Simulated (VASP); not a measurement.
ZnSe (Stilleite), 2 atoms in the cell. Symmetry: F-43m, No. 216, cubic system. The conventional cell has a = 5.668 Å, b = 5.668 Å, c = 5.668 Å, α = 90.00°, β = 90.00°, γ = 90.00°. Within 3.2 Å of Zn (site symmetry -43m) lie 4 Se at 2.45 Å. Se (site symmetry -43m) has 4 Zn at 2.45 Å within 3.2 Å. 

| Quantity | Value |
| --- | --- |
| Program | VASP 6.6.1 |
| Task | relaxation of the atoms |
| Functional | PBE |
| Potentials or basis | VASP PAW PBE potentials, release 64 (Zn, Se) |
| Cutoff | 520 eV |
| k mesh | 9 × 9 × 9 |
| Occupations | fermi-dirac, width 0.02 eV |
| Spin | no spin polarisation |
| Dipole correction | no |
| Further INCAR settings | ALGO = Normal; EDIFF = 1e-06; IBRION = 2; EDIFFG = -0.02; NSW = 80 |

Potentials or basis: VASP PAW PBE potentials, release 64 (Zn, Se).

Launch:

```sh
$ cat potpaw_PBE.64/Zn/POTCAR potpaw_PBE.64/Se/POTCAR > POTCAR
$ mpirun -np 1 vasp_std > vasp.out
```

Hardware: 1 thread of Intel Xeon 8259CL (shared host).

Problem. How long does it take, and how much memory?

Solution. It took 46 s on 1 thread of Intel Xeon 8259CL, on a shared host, peak memory 0.17 GiB. Counts: scf iterations 13, k points 35, ion steps 1.
